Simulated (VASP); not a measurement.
PbSe, 4 atoms in the cell. Symmetry: Cmcm, No. 63, orthorhombic system. Conventional cell: a = 4.310 Å, b = 12.268 Å, c = 4.450 Å, α = 90.00°, β = 90.00°, γ = 90.00°. Within 3.7 Å of Pb (site symmetry m2m) lie 5 Se at 2.82 to 3.10 Å. Se (site symmetry m2m) has 5 Pb at 2.82 to 3.10 Å within 3.7 Å. 

```yaml
Program: VASP 6.6.1
Task: single point
Functional: PBEsol
Potentials_or_basis: VASP PAW PBE potentials, release 64 (Pb_d, Se)
Cutoff: 520 eV
k_mesh: 10 × 10 × 10
Occupations: gaussian, width 0.05 eV
Spin: no spin polarisation
Dipole_correction: no
Further_INCAR_settings: ALGO = Normal; EDIFF = 1e-06; NBANDS = 28
```

Potentials or basis: VASP PAW PBE potentials, release 64 (Pb_d, Se).

Command:

```bash
$ cat potpaw_PBE.64/Pb_d/POTCAR potpaw_PBE.64/Se/POTCAR > POTCAR
$ mpirun -np 1 vasp_std > vasp.out
```

Hardware: 1 thread of Intel(R) Xeon(R) Platinum 8259CL CPU @ 2.50GHz (Skylake/Cascade Lake), with other jobs on the host.

**Question.** Estimate the wall time of this run.

**Answer.** Run time: 11 min on 1 thread of Intel(R) Xeon(R) Platinum 8259CL CPU @ 2.50GHz (Skylake/Cascade Lake) (shared host), peak memory 0.66 GiB. Counts: scf iterations 12, k points 186.
